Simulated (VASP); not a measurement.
A run of VASP 6.6.1 is set up as follows.

File INCAR:

```
SYSTEM = Si
  PREC = Accurate
  ENCUT = 520
  EDIFF = 1E-6
  ISMEAR = 0
  SIGMA = 0.05
  LREAL = .False.
  LASPH = .True.
  NELM = 100
  ALGO = Normal
  ISIF = 2
  LWAVE = .False.
  LCHARG = .False.
  GGA = PE
  NBANDS = 11
```

The input KPOINTS:

```
Automatic mesh
0
Gamma
  8 8 8
  0 0 0
```

POSCAR

```
Si
1.0
    0.0000000000      2.9639275187      2.8784624807
    2.3622536510      0.0000000000      2.8784624807
    2.3622536510      2.9639275187      0.0000000000
Si
2
Direct
    0.5000000000      0.5000000000      0.5000000000
    0.7500000000      0.7500000000      0.7500000000
```

Potentials or basis: VASP PAW PBE potentials, release 64 (Si).

Command:

```bash
$ cat potpaw_PBE.64/Si/POTCAR > POTCAR
$ mpirun -np 1 vasp_std > vasp.out
```

Problem. What does it give for the pressure?

Solution. -0.7 GPa.

Problem. Estimate the band gap on the k mesh.

Solution. Zero (bands 4 and 5 overlap by 1.46 eV).

Stress tensor (GPa, compression positive):
```
 7.24  0.00  0.00
 0.00 -6.71  0.00
 0.00  0.00 -2.53
```

Caveat: the cell differs from its parent crystal (strain +e along x and -e along y -0.1100, strain +e along z and -e/2 along x and y +0.0525).
